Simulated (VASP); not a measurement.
A run of VASP 6.6.1 is set up as follows.

Contents of INCAR:

```
SYSTEM = SnO2
ALGO = Normal
EDIFF = 1E-6
ENCUT = 520
GGA = PE
ISIF = 2
ISMEAR = 0
LASPH = .TRUE.
LCHARG = .FALSE.
LREAL = .FALSE.
LWAVE = .FALSE.
NBANDS = 35
NELM = 80
PREC = Accurate
SIGMA = 0.1
```

Contents of KPOINTS:

```
k-points
0
G
  10 10 10
  0 0 0
```

The input POSCAR:

```
SnO2
1.0
    0.0000000000      3.3821943921      3.3821943921
    3.3821943921      0.0000000000      3.3821943921
    3.3821943921      3.3821943921      0.0000000000
Sn O
2 4
Direct
    0.5000000000      0.5000000000      0.5000000000
    0.7500000000      0.7500000000      0.7500000000
    0.1250000000      0.1250000000      0.1250000000
    0.6250000000      0.1250000000      0.1250000000
    0.1250000000      0.1250000000      0.6250000000
    0.1250000000      0.6250000000      0.1250000000
```

Potentials or basis: VASP PAW PBE potentials, release 64 (Sn_d, O).

Run with:

```sh
$ cat potpaw_PBE.64/Sn_d/POTCAR potpaw_PBE.64/O/POTCAR > POTCAR
$ mpirun -np 1 vasp_std > vasp.out
```

Problem. What does it give for the pressure?

Solution. -0.2 GPa.

Problem. Estimate the band gap on the k mesh.

Solution. Zero (bands 26 and 27 overlap by 0.44 eV).

Caveat: semilocal functionals underestimate gaps, so a narrow gap can read as zero; spin-orbit coupling is left out, which moves the levels of the heavy elements.
